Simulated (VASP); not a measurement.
Set up this calculation in VASP 6.6.1, as the native input.

```yaml
Task: electric field gradients
Functional: PBE
Potentials_or_basis: VASP PAW PBE potentials, release 64 (Hf_pv, B)
Cutoff: 520 eV
k_mesh: 13 × 13 × 11
Occupations: fermi-dirac, width 0.05 eV
Spin: no spin polarisation
Dipole_correction: no
Further_INCAR_settings: ALGO = Normal; EDIFF = 1e-08; NBANDS = 15
```

The structure of HfB2 lies in POSCAR:

```
HfB2
1.0
    3.1400001005      0.0000000000      0.0000000000
   -1.5700000503      2.7193198549      0.0000000000
    0.0000000000      0.0000000000      3.3756000000
Hf B
1 2
Direct
    0.0000000000      0.0000000000      0.0000000000
    0.3333333333      0.6666666667      0.5000000000
    0.6666666667      0.3333333333      0.5000000000
```

This cell differs from its parent crystal: zz strain of -3 %.

The input as run:

INCAR

```
SYSTEM = HfB2
PREC = Accurate
ENCUT = 520
EDIFF = 1E-8
ISMEAR = -1
SIGMA = 0.05
LREAL = .FALSE.
LASPH = .TRUE.
NELM = 80
ALGO = Normal
ISIF = 2
LWAVE = .FALSE.
LCHARG = .FALSE.
GGA = PE
LEFG = .TRUE.
NBANDS = 15
```

KPOINTS

```
regular mesh
0
G
  13 13 11
  0 0 0
```

Potentials or basis: VASP PAW PBE potentials, release 64 (Hf_pv, B).

The run is started by

```console
$ cat potpaw_PBE.64/Hf_pv/POTCAR potpaw_PBE.64/B/POTCAR > POTCAR
$ mpirun -np 1 vasp_std > vasp.out
```

Results of the run:

The pressure is 8.8 GPa. The band gap on the k mesh is zero (band 8 reaches 8.68 eV, above the bottom of band 9 at 7.55 eV).

Caveat: the cell differs from its parent crystal (zz strain of -3 %); without QUAD_EFG the Cq values of the log hold for a quadrupole moment of 1 mb, not for the nuclei; spin-orbit coupling is left out, which moves the levels of the heavy elements.

Wall time 20 s on 1 thread of Intel(R) Xeon(R) 6975P-C (Granite Rapids), on a shared host, peak memory 0.18 GiB.
